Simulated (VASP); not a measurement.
# Sc: single point with PBE

Sc:

```
Sc
1.0
     3.06142    0.00000    0.00000
    -1.53071    2.65127    0.00000
     0.00000    0.00000    2.87326
Sc
1
Direct
  0.00000 0.00000 0.00000
```

This cell differs from its parent crystal: volume scaled by 0.92.

```json
{
  "Program": "VASP 6.6.1",
  "Task": "single point",
  "Functional": "PBE",
  "Potentials or basis": "VASP PAW PBE potentials, release 64 (Sc_sv)",
  "Cutoff": "520 eV",
  "k mesh": "15 × 15 × 14",
  "Occupations": "fermi-dirac, width 0.1 eV",
  "Spin": "no spin polarisation"
}
```

The pressure is 4.1 GPa.

Levels at points of the mesh, in eV from the Fermi level:
```csv
k point,band 2,band 3,band 4,band 5,band 6,band 7,band 8,band 9,band 10,band 11
"(0.00, 0.00, 0.00)",-27.77,-27.70,-27.70,-5.14,-0.43,1.67,1.67,4.26,4.26,13.08
"(0.00, 0.00, 0.50)",-28.45,-27.64,-27.64,-1.65,-0.37,2.17,2.17,2.65,2.65,6.85
```

Wall time 23 s on 1 thread of Intel(R) Xeon(R) Platinum 8259CL CPU @ 2.50GHz (Skylake/Cascade Lake), on a shared host, peak memory 0.18 GiB.
